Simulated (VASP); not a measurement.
# Rb (P6_3/mmc) in VASP: a series of runs, part 2 of 2

VASP 6.6.1. The steps go on from the part before.

### Step 3. Single point, PBE (36.60 Å³/atom)

File INCAR:

```
SYSTEM = Rb
ALGO = Normal
EDIFF = 1E-6
ENCUT = 520
GGA = PE
ISIF = 2
ISMEAR = -1
LASPH = .True.
LCHARG = .False.
LREAL = .False.
LWAVE = .False.
NBANDS = 26
NELM = 100
PREC = Accurate
SIGMA = 0.05
```

File KPOINTS:

```
k-points
0
Gamma
  6 6 4
  0 0 0
```

File POSCAR:

```
Rb
1.0
    3.7611928268      0.0000000000      0.0000000000
   -1.8805964134      3.2572885365      0.0000000000
    0.0000000000      0.0000000000     11.9512375299
Rb
4
Direct
    0.0000000000      0.0000000000      0.0000000000
    0.0000000000      0.0000000000      0.5000000000
    0.3333333333      0.6666666667      0.2500000000
    0.6666666667      0.3333333333      0.7500000000
```

Potentials or basis: VASP PAW PBE potentials, release 64 (Rb_sv).

Started as:

```sh
> cat potpaw_PBE.64/Rb_sv/POTCAR > POTCAR
> mpirun -np 1 vasp_std > vasp.out
```

OUTCAR:

```text
SYSTEM = Rb
   EDIFF = 1E-6
   ENCUT = 520
   GGA = PE
   ISIF = 2
   ISMEAR = -1
   LASPH = .True.
   LREAL = .False.
   NELM = 100
   PREC = Accurate

 ion  position               nearest neighbor table
   1  0.000  0.000  0.000-   3 3.69   4 3.69   3 3.69   4 3.69   4 3.69   3 3.69   4 5.27   3 5.27
                             3 5.27   4 5.27   3 5.27   4 5.27
   2  0.000  0.000  0.500-   3 3.69   4 3.69   3 3.69   4 3.69   4 3.69   3 3.69   4 5.27   3 5.27
                             3 5.27   4 5.27   3 5.27   4 5.27
   3  0.333  0.667  0.250-   1 3.69   2 3.69   1 3.69   2 3.69   1 3.69   2 3.69   1 5.27   2 5.27
                             1 5.27   2 5.27   1 5.27   2 5.27
   4  0.667  0.333  0.750-   1 3.69   2 3.69   1 3.69   2 3.69   1 3.69   2 3.69   1 5.27   2 5.27
                             1 5.27   2 5.27   1 5.27   2 5.27

  LATTYP: Found a hexagonal cell.
 ALAT       =     3.7611928268
 C/A-ratio  =     3.1775125818

  Lattice vectors:

 A1 = (   3.7611928268,   0.0000000000,   0.0000000000)
 A2 = (  -1.8805964134,   3.2572885365,   0.0000000000)
 A3 = (   0.0000000000,   0.0000000000,  11.9512375299)

Analysis of symmetry for initial positions (statically):
=====================================================================
 Subroutine PRICEL returns:
 Original cell was already a primitive cell.

 Routine SETGRP: Setting up the symmetry group for a
 hexagonal supercell.

 Subroutine GETGRP returns: Found 24 space group operations
 (whereof 12 operations were pure point group operations)
 out of a pool of 24 trial point group operations.

The static configuration has the point symmetry D_3d.
 The point group associated with its full space group is D_6h.

Analysis of symmetry for dynamics (positions and initial velocities):
=====================================================================
 Subroutine PRICEL returns:
 Original cell was already a primitive cell.

 Routine SETGRP: Setting up the symmetry group for a
 hexagonal supercell.

 Subroutine GETGRP returns: Found 24 space group operations
 (whereof 12 operations were pure point group operations)
 out of a pool of 24 trial point group operations.

The dynamic configuration has the point symmetry D_3d.
 The point group associated with its full space group is D_6h.

 Subroutine INISYM returns: Found 24 space group operations
 (whereof 12 operations are pure point group operations),
 and found     1 'primitive' translations

----------------------------------------------------------------------------------------

                                     Primitive cell

  volume of cell :     146.4181

  direct lattice vectors                    reciprocal lattice vectors
     3.761192827  0.000000000  0.000000000     0.265873101  0.153501906  0.000000000
    -1.880596413  3.257288536  0.000000000     0.000000000  0.307003813  0.000000000
     0.000000000  0.000000000 11.951237530     0.000000000  0.000000000  0.083673343

  length of vectors
     3.761192827  3.761192827 11.951237530     0.307003813  0.307003813  0.083673343

  position of ions in fractional coordinates (direct lattice)
     0.000000000  0.000000000  0.000000000
     0.000000000  0.000000000  0.500000000
     0.333333333  0.666666667  0.250000000
     0.666666667  0.333333333  0.750000000

  ion indices of the primitive-cell ions
   primitive index   ion index
                 1           1
                 2           2
                 3           3
[... 29 lines left out ...]
            Coordinates               Weight
  0.000000  0.000000  0.000000      1.000000
  0.166667 -0.000000  0.000000      6.000000
  0.333333 -0.000000  0.000000      6.000000
  0.500000  0.000000  0.000000      3.000000
  0.166667  0.166667  0.000000      6.000000
  0.333333  0.166667  0.000000     12.000000
[... 13 lines left out ...]
  0.333333  0.166667  0.500000     12.000000
  0.333333  0.333333  0.500000      2.000000
   k-points           NKPTS =     21   k-points in BZ     NKDIM =     21   number of bands    NBANDS=     26
   number of dos      NEDOS =    301   number of ions     NIONS =      4
   total plane-waves  NPLWV =  70560
   dimension x,y,z NGX =    28 NGY =   28 NGZ =   90
   dimension x,y,z NGXF=    56 NGYF=   56 NGZF=  180
   ions per type =               4
   NGX,Y,Z   is equivalent  to a cutoff of  12.38, 12.38, 12.52 a.u.
   NGXF,Y,Z  is equivalent  to a cutoff of  24.75, 24.75, 25.04 a.u.
 SYSTEM =  Rb
   PREC   = accura    normal or accurate (medium, high low for compatibility)
   ISTART =      0    job   : 0-new  1-cont  2-samecut
   ICHARG =      2    charge: 1-file 2-atom 10-const
   ISPIN  =      1    spin polarized calculation?
   LNONCOLLINEAR =      F non collinear calculations
   LSORBIT =      F    spin-orbit coupling
   LASPH  =      T    aspherical Exc in radial PAW
   ENCUT  =  520.0 eV  38.22 Ry    6.18 a.u.   6.99  6.99 22.22*2*pi/ulx,y,z
   NELM   =    100;   NELMIN=  2; NELMDL= -5     # of ELM steps
   EDIFF  = 0.1E-05   stopping-criterion for ELM
   LREAL  =      F    real-space projection
   EDIFFG = 0.1E-04   stopping-criterion for IOM
   NSW    =      0    number of steps for IOM
   IBRION =     -1    ionic relax: 0-MD 1-quasi-New 2-CG
   NFREE  =      0    steps in history (QN), initial steepest desc. (CG)
   ISIF   =      2    stress and relaxation
   ISYM   =      2    0-nonsym 1-usesym 2-fastsym
   POTIM  = 0.5000    time-step for ionic-motion
   TEBEG  =    0.0;   TEEND  =   0.0 temperature during run
   PSTRESS=    0.0 pullay stress
   NELECT =      36.0000    total number of electrons
   NUPDOWN=      -1.0000    fix difference up-down
   EMIN   =  10.00;   EMAX   =-10.00  energy-range for DOS
   EFERMI =   0.00;   METHOD = LEGACY
   ISMEAR =    -1;   SIGMA  =   0.05  broadening in eV -4-tet -1-fermi 0-gaus
   EFERMI_NEDOS =   21; number of points for ismear=-14 and -15
   IALGO  =     38    algorithm
   IMIX   =      4    mixing-type and parameters
     AMIX     =   0.40;   BMIX     =  1.00
     AMIX_MAG =   1.60;   BMIX_MAG =  1.00
  volume/ion in A,a.u.               =      36.60       247.02
  Fermi-wavevector in a.u.,A,eV,Ry     =   1.025599  1.938100 14.311323  1.051853
  Thomas-Fermi vector in A             =   2.159447
   LORBIT       =      0    0 simple, 1 ext, 2 COOP (PROOUT), +10 PAW based schemes
   GGA     = PE    functional components
   LHFCALC =     F    Hartree Fock is set to
   AEXX    =    0.0000 exact exchange contribution
   IVDW    =     0    specifies the selected vdW correction
   LEPSILON=     F    determine dielectric tensor
   LRPA    =     F    only Hartree local field effects (RPA)
 non-spin polarized calculation
  energy-cutoff  :      520.00
  volume of cell :      146.42
 maximum number of plane-waves:      3966
 NGX is ok and might be reduce to    28
   NGX = 13   NGY = 13   NGZ = 45

 number of electron      36.0000000 magnetization

 Free energy of the ion-electron system (eV)
  ---------------------------------------------------
  ext. energy  EPLUGINS =         0.00000000
  ---------------------------------------------------
  free energy    TOTEN  =         0.47004352 eV

  energy without entropy =        0.52370424  energy(sigma->0) =        0.49687388

 E-fermi :   3.3601     XC(G=0):  -8.2634

 val. band max:        3.3506128430   @ k =   0.5000   0.0000   0.2500
 cond. band min:       3.4068419775   @ k =   0.3333   0.1667   0.5000
 fundamental gap:      0.0562291346
 Fermi energy:         3.3600750983

 k-point     1 :       0.0000    0.0000    0.0000
  band No.  band energies     occupation
      1     -25.9084      2.00000
      2     -25.8182      2.00000
      3     -25.7952      2.00000
      4     -25.7017      2.00000
      5     -10.7795      2.00000
      6     -10.1141      2.00000
[... 598 lines left out ...]
     25       6.0587      0.00000
     26       6.0884      0.00000

------------------------ aborting loop because EDIFF is reached ----------------------------------------

  FORCE on cell =-STRESS in cart. coord.  units (eV):
  Direction    XX          YY          ZZ          XY          YZ          ZX
  --------------------------------------------------------------------------------------
  -------------------------------------------------------------------------------------
  Total        9.8907622      9.8907622     10.7421261     -0.0000000     -0.0000000      0.0000000
  in kB      108.2294958    108.2294958    117.5455307     -0.0000000     -0.0000000      0.0000000
  external PRESSURE =     111.3348408 kB  Pullay stress =       0.0000000 kB

 VOLUME and BASIS-vectors are now :
 -----------------------------------------------------------------------------
  energy-cutoff  :      520.00
  volume of cell :      146.42
      direct lattice vectors                 reciprocal lattice vectors
     3.761192827  0.000000000  0.000000000     0.265873101  0.153501906  0.000000000
    -1.880596413  3.257288536  0.000000000     0.000000000  0.307003813  0.000000000
     0.000000000  0.000000000 11.951237530     0.000000000  0.000000000  0.083673343

 POSITION                                       TOTAL-FORCE (eV/Angst)
 -----------------------------------------------------------------------------------
      0.00000      0.00000      0.00000         0.000000      0.000000     -0.000000
      0.00000      0.00000      5.97562         0.000000      0.000000     -0.000000
     -0.00000      2.17153      2.98781        -0.000000      0.000000      0.000000
      1.88060      1.08576      8.96343         0.000000      0.000000     -0.000000
 -----------------------------------------------------------------------------------
    total drift:                                0.000000     -0.000000      0.000000

  FREE ENERGIE OF THE ION-ELECTRON SYSTEM (eV)
  ---------------------------------------------------
  free  energy   TOTEN  =         0.4700435152 eV

  energy  without entropy=        0.5237042364  energy(sigma->0) =        0.49687388
```

OSZICAR:

```text
N       E                     dE             d eps       ncg     rms          rms(c)
DAV:   1     0.222397080431E+03    0.22240E+03   -0.16271E+04  1092   0.122E+03
DAV:   2     0.133908997406E+02   -0.20901E+03   -0.20465E+03  1598   0.240E+02
DAV:   3     0.898419864774E+00   -0.12492E+02   -0.12255E+02  1472   0.541E+01
DAV:   4     0.408851913499E+00   -0.48957E+00   -0.48776E+00  1700   0.823E+00
DAV:   5     0.403676748885E+00   -0.51752E-02   -0.51723E-02  1422   0.984E-01    0.634E+00
DAV:   6     0.464563664204E+00    0.60887E-01   -0.88034E-02  1328   0.144E+00    0.405E+00
DAV:   7     0.466515855187E+00    0.19522E-02   -0.16608E-01  1496   0.191E+00    0.512E-01
DAV:   8     0.470109434102E+00    0.35936E-02   -0.21714E-02  1244   0.738E-01    0.725E-02
DAV:   9     0.470034793198E+00   -0.74641E-04   -0.12439E-03  1574   0.140E-01    0.396E-02
DAV:  10     0.470042049303E+00    0.72561E-05   -0.50987E-05  1442   0.386E-02    0.185E-02
DAV:  11     0.470043404367E+00    0.13551E-05   -0.40674E-06  1254   0.997E-03    0.311E-03
DAV:  12     0.470043515234E+00    0.11087E-06   -0.20652E-07   744   0.290E-03
   1 F= 0.47004352E+00 E0= 0.49687388E+00  d E =-.536607E-01
```

Wall time 64 s (1 thread of Intel Xeon Platinum 8259CL at 2.50GHz (Skylake/Cascade Lake), shared host); peak memory 0.26 GiB.

What came out:

| Item | Value |
| --- | --- |
| Free energy | 0.4700 eV |
| Pressure | 11.1 GPa |
| Band gap on the k mesh | zero (bands 18 and 19 overlap by 2.15 eV) |

Stress tensor (GPa, compression positive):
```
10.82  0.00  0.00
 0.00 10.82  0.00
 0.00  0.00 11.75
```

Caveat: the cell stands under pressure.

The gap in the log of VASP goes by the Fermi energy; the results here count the filled bands.